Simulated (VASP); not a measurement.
Write the native input for VASP 6.6.1 that does the following.

```
Task                   : single point
Functional             : PBEsol
Potentials or basis    : VASP PAW PBE potentials, release 64 (Al, Cu)
Cutoff                 : 520 eV
k mesh                 : 3 × 3 × 3
Occupations            : gaussian, width 0.1 eV
Spin                   : no spin polarisation
Dipole correction      : no
Further INCAR settings : LREAL = Auto; ALGO = Normal; EDIFF = 1e-06; NBANDS = 72
```

The structure of Al30Cu (a cell with a defect) lies in POSCAR:

```
Al30Cu
1.0
    8.1000000000      0.0000000000      0.0000000000
    0.0000000000      8.1000000000      0.0000000000
    0.0000000000      0.0000000000      8.1000000000
Al Cu
30 1
Direct
    0.4987996296      0.0010495062     -0.0007365432
    0.7497127160      0.2575832099      0.0078306173
    0.7497050617      0.0017218519      0.2535732099
    0.0000556790      0.0010755556     -0.0005059259
    0.2496202469      0.2502375309     -0.0008644444
    0.5009392593      0.5031697531      0.0015965432
    0.7494334568      0.7482255556      0.0002196296
    0.2495785185     -0.0022179012      0.2477465432
    0.5019586420      0.2517479012      0.2543507407
    0.5019904938      0.0007212346      0.5000350617
    0.7494409877      0.0027880247      0.7461122222
   -0.0015666667      0.5031080247      0.0015964198
    0.2495085185      0.7526643210     -0.0032070370
   -0.0023180247      0.2517274074      0.2545334568
    0.2498780247      0.5018393827      0.2458880247
    0.4998560494      0.7467732099      0.2454517284
   -0.0025943210      0.0006907407      0.5001002469
    0.2498011111      0.2471280247      0.5003655556
    0.4945532099      0.4981123457      0.5011744444
    0.7496972840      0.7384945679      0.4909797531
    0.2495180247     -0.0002401235      0.7487085185
    0.5003395062      0.2479724691      0.7479579012
    0.7498040741      0.4935444444      0.7436616049
   -0.0005686420      0.7466254321      0.2455607407
    0.0043141975      0.4978024691      0.5008224691
    0.2497265432      0.7530333333      0.4981660494
   -0.0009492593      0.2480697531      0.7477998765
    0.2496213580      0.5008583951      0.7550406173
    0.4997203704      0.7509243210      0.7490556790
   -0.0004783951      0.7507977778      0.7491167901
    0.7498460494      0.4274602469      0.3386996296
```

These files were run (other wordings do the same):

INCAR

```
SYSTEM = Al30Cu
PREC = Accurate ; ENCUT = 520
EDIFF = 1E-6 ; ISMEAR = 0
SIGMA = 0.1 ; LREAL = Auto
LASPH = .TRUE. ; NELM = 80
ALGO = Normal ; ISIF = 2
LWAVE = .FALSE. ; LCHARG = .FALSE.
GGA = PS ; NBANDS = 72
```

KPOINTS

```
Automatic mesh
0
G
  3 3 3
  0 0 0
```

Potentials or basis: VASP PAW PBE potentials, release 64 (Al, Cu).

The run is started by

```sh
$ cat potpaw_PBE.64/Al/POTCAR potpaw_PBE.64/Cu/POTCAR > POTCAR
$ mpirun -np 1 vasp_std > vasp.out
```

Results of the run:

| Item | Value |
| --- | --- |
| Pressure | -3.2 GPa |
| Largest force | 0.384 eV/Å |

Caveat: the PAW data sets were made with another functional, which shifts forces and pressure a little.

Wall time 11 min on 1 thread of AMD EPYC 9R45 96-Core Processor (Zen 5), with other jobs on the host, peak memory 0.64 GiB.
